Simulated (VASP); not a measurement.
InP, 2 atoms in the cell. The structure is cubic, space group Fm-3m (No. 225). Conventional cell: a = 5.574 Å, b = 5.574 Å, c = 5.574 Å, α = 90.00°, β = 90.00°, γ = 90.00°. Within 3.7 Å of In (site symmetry m-3m) lie 6 P at 2.79 Å. P (site symmetry m-3m) has 6 In at 2.79 Å within 3.7 Å.  This cell differs from its parent crystal: volume scaled by 1.02.

```yaml
Program: VASP 6.6.1
Task: single point
Functional: PBEsol
Potentials_or_basis: VASP PAW PBE potentials, release 64 (In_d, P)
Cutoff: 520 eV
k_mesh: 8 × 8 × 8
Occupations: fermi-dirac, width 0.05 eV
Spin: no spin polarisation
Dipole_correction: no
Further_INCAR_settings: ALGO = Normal; EDIFF = 1e-06; NBANDS = 16
```

Potentials or basis: VASP PAW PBE potentials, release 64 (In_d, P).

Launch:

```bash
$ cat potpaw_PBE.64/In_d/POTCAR potpaw_PBE.64/P/POTCAR > POTCAR
$ mpirun -np 1 vasp_std > vasp.out
```

Hardware: 1 thread of Intel Xeon 6975P-C, on a shared host.

How long does it take, and how much memory?

Run time: 20 s on 1 thread of Intel Xeon 6975P-C (shared host), peak memory 0.17 GiB. Counts: scf iterations 12, k points 29.
